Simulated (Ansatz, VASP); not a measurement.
# One calculation of Al2Cu, two programs

```
Al Cu
1.0
     4.04226    0.00000    0.00000
     0.00000    4.04226    0.00000
     0.00000    0.00000    2.97190
Al Cu
2 1
Cartesian
  2.0211 0.0000 1.4860
  0.0000 2.0211 1.4860
  0.0000 0.0000 0.0000
```

Alike in both runs: task single point; functional LDA; k mesh 10 × 10 × 14; occupations gaussian, width 0.15 eV; no spin polarisation.

```csv
,VASP,Ansatz
version,VASP 6.6.1,Ansatz 0.2.0
potentials or method,"VASP PAW LDA potentials, release 64 (Al, Cu), cutoff 520 eV","scalar-relativistic, plane waves, PAW"
valence electrons in the cell,17,25
```

VASP gave:

```
gap on the k mesh at the Fermi level (eV)                     : none
pressure (GPa)                                                : -4.5
traceless stress, the component that is largest in VASP (GPa) : -3.30
```

Q: Estimate Ansatz's values.

A: gap on the k mesh at the Fermi level (eV): none; pressure (GPa): -4.6; traceless stress, the component that is largest in VASP (GPa): -3.31.

Ansatz warns that its potentials were made for another functional, while VASP's fit it. LDA's correlation is that of Perdew and Zunger in VASP and of Perdew and Wang (1992) in Ansatz. A gap of «none» marks a metal or a gap that the smearing closes. VASP's potentials hold 17 valence electrons a cell and Ansatz's 25, so a difference there can come from the potentials and not from the codes.
